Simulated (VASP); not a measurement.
# KBr (Fm-3m) in VASP: single point with PBEsol

Aim: the single point of KBr with PBEsol.

Everything below comes from runs of VASP 6.6.1. Logs are shortened: lines on timing, memory, paths and dates and some standing lists are left out, and cuts for length are marked.

## (1) The cell of the first run

Symmetry: Fm-3m, No. 225, cubic system. The conventional cell has a = 6.550 Å, b = 6.550 Å, c = 6.550 Å, α = 90.00°, β = 90.00°, γ = 90.00°. K (site symmetry m-3m) has 6 Br at 3.27 Å within 4.3 Å. Br (site symmetry m-3m) has 6 K at 3.27 Å within 4.3 Å.

## (2) Single point, PBEsol

File INCAR:

```
SYSTEM = KBr
PREC = Accurate
ENCUT = 520
EDIFF = 1E-6
ISMEAR = 0
SIGMA = 0.02
LREAL = .FALSE.
LASPH = .TRUE.
NELM = 100
ALGO = Normal
ISIF = 2
LWAVE = .FALSE.
LCHARG = .TRUE.
GGA = PS
LELF = .TRUE.
LVHAR = .TRUE.
NBANDS = 15
```

File KPOINTS:

```
Automatic mesh
0
G
  6 6 6
  0 0 0
```

File POSCAR:

```
KBr
1.0
    0.0000000000      3.2747923550      3.2747923550
    3.2747923550      0.0000000000      3.2747923550
    3.2747923550      3.2747923550      0.0000000000
K Br
1 1
Direct
    0.0000000000      0.0000000000      0.0000000000
    0.5000000000      0.5000000000      0.5000000000
```

Potentials or basis: VASP PAW PBE potentials, release 64 (K_sv, Br).

The run is started by

```
$ cat potpaw_PBE.64/K_sv/POTCAR potpaw_PBE.64/Br/POTCAR > POTCAR
$ mpirun -np 1 vasp_std > vasp.out
```

OUTCAR:

```text
SYSTEM = KBr
   PREC = Accurate
   ENCUT = 520
   EDIFF = 1E-6
   ISMEAR = 0
   LREAL = .FALSE.
   LASPH = .TRUE.
   NELM = 100
   ISIF = 2
   GGA = PS

 ion  position               nearest neighbor table
   1  0.000  0.000  0.000-   2 3.27   2 3.27   2 3.27   2 3.27   2 3.27   2 3.27
   2  0.500  0.500  0.500-   1 3.27   1 3.27   1 3.27   1 3.27   1 3.27   1 3.27

  LATTYP: Found a face centered cubic cell.
 ALAT       =     6.5495847100

  Lattice vectors:

 A1 = (   0.0000000000,   3.2747923550,   3.2747923550)
 A2 = (   3.2747923550,   0.0000000000,   3.2747923550)
 A3 = (   3.2747923550,   3.2747923550,   0.0000000000)

Analysis of symmetry for initial positions (statically):
=====================================================================
 Subroutine PRICEL returns:
 Original cell was already a primitive cell.

 Routine SETGRP: Setting up the symmetry group for a
 face centered cubic supercell.

 Subroutine GETGRP returns: Found 48 space group operations
 (whereof 48 operations were pure point group operations)
 out of a pool of 48 trial point group operations.

The static configuration has the point symmetry O_h .

Analysis of symmetry for dynamics (positions and initial velocities):
=====================================================================
 Subroutine PRICEL returns:
 Original cell was already a primitive cell.

 Routine SETGRP: Setting up the symmetry group for a
 face centered cubic supercell.

 Subroutine GETGRP returns: Found 48 space group operations
 (whereof 48 operations were pure point group operations)
 out of a pool of 48 trial point group operations.

The dynamic configuration has the point symmetry O_h .

 Subroutine INISYM returns: Found 48 space group operations
 (whereof 48 operations are pure point group operations),
 and found     1 'primitive' translations

----------------------------------------------------------------------------------------

                                     Primitive cell

  volume of cell :      70.2395

  direct lattice vectors                    reciprocal lattice vectors
     0.000000000  3.274792355  3.274792355    -0.152681436  0.152681436  0.152681436
     3.274792355  0.000000000  3.274792355     0.152681436 -0.152681436  0.152681436
     3.274792355  3.274792355  0.000000000     0.152681436  0.152681436 -0.152681436

  length of vectors
     4.631255762  4.631255762  4.631255762     0.264452005  0.264452005  0.264452005

  position of ions in fractional coordinates (direct lattice)
     0.000000000  0.000000000  0.000000000
     0.500000000  0.500000000  0.500000000

  ion indices of the primitive-cell ions
   primitive index   ion index
                 1           1
                 2           2

----------------------------------------------------------------------------------------

 KPOINTS: Automatic mesh

Automatic generation of k-mesh.
 Grid dimensions read from file:
 generate k-points for:    6    6    6

 Generating k-lattice:

  Cartesian coordinates                     Fractional coordinates (reciprocal lattice)
    -0.025446906  0.025446906  0.025446906     0.166666667  0.000000000  0.000000000
     0.025446906 -0.025446906  0.025446906     0.000000000  0.166666667  0.000000000
     0.025446906  0.025446906 -0.025446906     0.000000000  0.000000000  0.166666667

  Length of vectors
     0.044075334  0.044075334  0.044075334

  Shift w.r.t. Gamma in fractional coordinates (k-lattice)
     0.000000000  0.000000000  0.000000000

 Subroutine IBZKPT returns following result:
 ===========================================

 Found     16 irreducible k-points:

 Following reciprocal coordinates:
            Coordinates               Weight
  0.000000  0.000000  0.000000      1.000000
  0.166667  0.000000  0.000000      8.000000
  0.333333  0.000000  0.000000      8.000000
  0.500000  0.000000  0.000000      4.000000
  0.166667  0.166667  0.000000      6.000000
  0.333333  0.166667  0.000000     24.000000
[... 8 lines left out ...]
 -0.333333  0.333333  0.166667     24.000000
 -0.333333  0.500000  0.166667     12.000000
   k-points           NKPTS =     16   k-points in BZ     NKDIM =     16   number of bands    NBANDS=     15
   number of dos      NEDOS =    301   number of ions     NIONS =      2
   total plane-waves  NPLWV =  46656
   dimension x,y,z NGX =    36 NGY =   36 NGZ =   36
   dimension x,y,z NGXF=    72 NGYF=   72 NGZF=   72
   ions per type =               1   1
   NGX,Y,Z   is equivalent  to a cutoff of  12.92, 12.92, 12.92 a.u.
   NGXF,Y,Z  is equivalent  to a cutoff of  25.85, 25.85, 25.85 a.u.
 SYSTEM =  KBr
   PREC   = accura    normal or accurate (medium, high low for compatibility)
   ISTART =      0    job   : 0-new  1-cont  2-samecut
   ICHARG =      2    charge: 1-file 2-atom 10-const
   ISPIN  =      1    spin polarized calculation?
   LNONCOLLINEAR =      F non collinear calculations
   LSORBIT =      F    spin-orbit coupling
   LASPH  =      T    aspherical Exc in radial PAW
   ENCUT  =  520.0 eV  38.22 Ry    6.18 a.u.   8.61  8.61  8.61*2*pi/ulx,y,z
   NELM   =    100;   NELMIN=  2; NELMDL= -5     # of ELM steps
   EDIFF  = 0.1E-05   stopping-criterion for ELM
   LREAL  =      F    real-space projection
   EDIFFG = 0.1E-04   stopping-criterion for IOM
   NSW    =      0    number of steps for IOM
   IBRION =     -1    ionic relax: 0-MD 1-quasi-New 2-CG
   NFREE  =      0    steps in history (QN), initial steepest desc. (CG)
   ISIF   =      2    stress and relaxation
   ISYM   =      2    0-nonsym 1-usesym 2-fastsym
   POTIM  = 0.5000    time-step for ionic-motion
   TEBEG  =    0.0;   TEEND  =   0.0 temperature during run
   PSTRESS=    0.0 pullay stress
   NELECT =      16.0000    total number of electrons
   NUPDOWN=      -1.0000    fix difference up-down
   EMIN   =  10.00;   EMAX   =-10.00  energy-range for DOS
   EFERMI =   0.00;   METHOD = LEGACY
   ISMEAR =     0;   SIGMA  =   0.02  broadening in eV -4-tet -1-fermi 0-gaus
   EFERMI_NEDOS =   21; number of points for ismear=-14 and -15
   IALGO  =     38    algorithm
   IMIX   =      4    mixing-type and parameters
     AMIX     =   0.40;   BMIX     =  1.00
     AMIX_MAG =   1.60;   BMIX_MAG =  1.00
  volume/ion in A,a.u.               =      35.12       237.00
  Fermi-wavevector in a.u.,A,eV,Ry     =   0.999818  1.889383 13.600881  0.999637
  Thomas-Fermi vector in A             =   2.132134
   LORBIT       =      0    0 simple, 1 ext, 2 COOP (PROOUT), +10 PAW based schemes
   GGA     = PS    functional components
   LHFCALC =     F    Hartree Fock is set to
   AEXX    =    0.0000 exact exchange contribution
   IVDW    =     0    specifies the selected vdW correction
   LEPSILON=     F    determine dielectric tensor
   LRPA    =     F    only Hartree local field effects (RPA)
 non-spin polarized calculation
 Gauss-broadening in eV      SIGMA  =   0.02
  energy-cutoff  :      520.00
  volume of cell :       70.24
 maximum number of plane-waves:      1917
 NGX is ok and might be reduce to    36
   NGX = 17   NGY = 17   NGZ = 17

 number of electron      16.0000000 magnetization

 Free energy of the ion-electron system (eV)
  ---------------------------------------------------
  ext. energy  EPLUGINS =         0.00000000
  ---------------------------------------------------
  free energy    TOTEN  =        -6.45985976 eV

  energy without entropy =       -6.45985976  energy(sigma->0) =       -6.45985976

 E-fermi :  -1.6104     XC(G=0):  -7.6425

 val. band max:       -1.7350404934   @ k =   0.0000   0.0000   0.0000
 cond. band min:       2.6003134292   @ k =   0.0000   0.0000   0.0000
 fundamental gap:      4.3353539225
 Fermi energy:        -1.6103508455

 k-point     1 :       0.0000    0.0000    0.0000
  band No.  band energies     occupation
      1     -29.2990      2.00000
      2     -14.0706      2.00000
      3     -12.8438      2.00000
      4     -12.8438      2.00000
      5     -12.8438      2.00000
      6      -1.7350      2.00000
      7      -1.7350      2.00000
      8      -1.7350      2.00000
      9       2.6003      0.00000
     10       5.7939      0.00000
     11       5.7939      0.00000
     12       5.7939      0.00000
     13       6.6481      0.00000
     14       6.6481      0.00000
     15       9.7100      0.00000

 k-point     2 :       0.1667    0.0000    0.0000
  band No.  band energies     occupation
      1     -29.2973      2.00000
      2     -14.1180      2.00000
      3     -12.8454      2.00000
      4     -12.8454      2.00000
      5     -12.7776      2.00000
      6      -2.1289      2.00000
      7      -1.8312      2.00000
      8      -1.8312      2.00000
      9       3.2804      0.00000
     10       5.6408      0.00000
     11       6.1288      0.00000
     12       6.1288      0.00000
     13       7.0223      0.00000
     14       7.0223      0.00000
     15      10.6715      0.00000

 k-point     3 :       0.3333    0.0000    0.0000
  band No.  band energies     occupation
      1     -29.2940      2.00000
      2     -14.2012      2.00000
      3     -12.8484      2.00000
      4     -12.8484      2.00000
      5     -12.6559      2.00000
      6      -2.7377      2.00000
      7      -2.0109      2.00000
      8      -2.0109      2.00000
      9       4.3820      0.00000
     10       5.9275      0.00000
     11       7.0246      0.00000
     12       7.0246      0.00000
     13       7.9609      0.00000
     14       7.9609      0.00000
     15       9.8404      0.00000
[... 199 lines left out ...]
 k-point    15 :      -0.3333    0.3333    0.1667
  band No.  band energies     occupation
      1     -29.2908      2.00000
      2     -14.1088      2.00000
      3     -12.8999      2.00000
      4     -12.8853      2.00000
      5     -12.7218      2.00000
      6      -2.6147      2.00000
      7      -2.2957      2.00000
      8      -2.1585      2.00000
      9       5.3797      0.00000
     10       5.7709      0.00000
     11       6.8247      0.00000
     12       7.4318      0.00000
     13       8.6396      0.00000
     14       8.9309      0.00000
     15       9.3912      0.00000

 k-point    16 :      -0.3333    0.5000    0.1667
  band No.  band energies     occupation
      1     -29.2903      2.00000
      2     -14.0365      2.00000
      3     -12.9322      2.00000
      4     -12.9007      2.00000
      5     -12.7829      2.00000
      6      -2.4825      2.00000
      7      -2.2433      2.00000
      8      -2.2091      2.00000
      9       4.7397      0.00000
     10       6.1793      0.00000
     11       6.4996      0.00000
     12       7.5225      0.00000
     13       8.2856      0.00000
     14       9.1356      0.00000
     15       9.6393      0.00000

------------------------ aborting loop because EDIFF is reached ----------------------------------------

  FORCE on cell =-STRESS in cart. coord.  units (eV):
  Direction    XX          YY          ZZ          XY          YZ          ZX
  --------------------------------------------------------------------------------------
  -------------------------------------------------------------------------------------
  Total        0.0269685      0.0269685      0.0269685      0.0000000      0.0000000     -0.0000000
  in kB        0.6151565      0.6151565      0.6151565      0.0000000      0.0000000     -0.0000000
  external PRESSURE =       0.6151565 kB  Pullay stress =       0.0000000 kB

 VOLUME and BASIS-vectors are now :
 -----------------------------------------------------------------------------
  energy-cutoff  :      520.00
  volume of cell :       70.24
      direct lattice vectors                 reciprocal lattice vectors
     0.000000000  3.274792355  3.274792355    -0.152681436  0.152681436  0.152681436
     3.274792355  0.000000000  3.274792355     0.152681436 -0.152681436  0.152681436
     3.274792355  3.274792355  0.000000000     0.152681436  0.152681436 -0.152681436

 POSITION                                       TOTAL-FORCE (eV/Angst)
 -----------------------------------------------------------------------------------
      0.00000      0.00000      0.00000         0.000000     -0.000000      0.000000
      3.27479      3.27479      3.27479        -0.000000      0.000000     -0.000000
 -----------------------------------------------------------------------------------
    total drift:                                0.000000      0.000000      0.000000

  FREE ENERGIE OF THE ION-ELECTRON SYSTEM (eV)
  ---------------------------------------------------
  free  energy   TOTEN  =        -6.4598597577 eV

  energy  without entropy=       -6.4598597577  energy(sigma->0) =       -6.45985976
```

Run time: 31 s. Hardware: 1 thread of Intel Xeon 8259CL, shared host; peak memory 0.21 GiB.

What came out:

| Quantity | Value |
| --- | --- |
| Free energy | -6.4599 eV |
| Pressure | 0.1 GPa |
| Band gap on the k mesh | 4.34 eV |

Caveat: the PAW data sets were made with another functional, which shifts forces and pressure a little.
